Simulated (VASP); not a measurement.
Input of a VASP 6.6.1 run:

INCAR

```
SYSTEM = SiO2
PREC     = Accurate       ! precision mode
ENCUT    = 520            ! plane-wave cutoff, eV
EDIFF    = 1E-7           ! SCF threshold, eV
ISMEAR   = 0              ! smearing method
SIGMA    = 0.05           ! smearing width, eV
LREAL    = Auto         
LASPH    = .True.         ! aspherical terms in the spheres
NELM     = 150            ! most SCF steps
ALGO     = Normal         ! electronic algorithm
ISIF     = 2              ! what is computed and relaxed
LWAVE    = .False.        ! write WAVECAR
LCHARG   = .True.         ! write CHGCAR
ISPIN    = 2              ! spin polarisation
MAGMOM   = 1 0 0 0 -1 1 0 0 0 0 0 0 0 0 -1 ! initial moments
LORBIT   = 11             ! projections on sites
GGA      = PS             ! functional
LELF     = .True.         ! ELF
LVHAR    = .True.       
NBANDS   = 57             ! bands
```

Contents of KPOINTS:

```
Automatic mesh
0
Gamma
  1 1 20
  0 0 0
```

POSCAR

```
SiO2
1.0
   19.8000000000      0.0000000000      0.0000000000
    0.0000000000     11.1000000000      0.0000000000
    0.0000000000      0.0000000000      2.6785336904
Si O
5 10
Direct
    0.2656890686      0.5000000000      0.0000000000
    0.3828445343      0.5000000000      0.5000000000
    0.5000000000      0.5000000000      1.0000000000
    0.6171554657      0.5000000000      0.5000000000
    0.7343109314      0.5000000000      1.0000000000
    0.2266372467      0.5822052867      0.5000000000
    0.3437927124      0.5822052867      1.0000000000
    0.4609481781      0.5822052867      0.5000000000
    0.5781036438      0.5822052867      0.0000000000
    0.6952591095      0.5822052867      0.5000000000
    0.3047408905      0.4177947133      0.5000000000
    0.4218963562      0.4177947133      1.0000000000
    0.5390518219      0.4177947133      0.5000000000
    0.6562072876      0.4177947133      0.0000000000
    0.7733627533      0.4177947133      0.5000000000
```

Potentials or basis: VASP PAW PBE potentials, release 64 (Si, O).

Run with:

```sh
$ cat potpaw_PBE.64/Si/POTCAR potpaw_PBE.64/O/POTCAR > POTCAR
$ mpirun -np 1 vasp_std > vasp.out
```

(1) Estimate the net moment.

(2) What does it give for the largest force?

(3) What does it give for the band gap on the k mesh?

## Answers

(1) 0.00 μB per cell.

(2) 5.388 eV/Å.

(3) 3.61 eV (least direct gap 3.91 eV).

Caveat: the PAW data sets were made with another functional, which shifts forces and pressure a little.
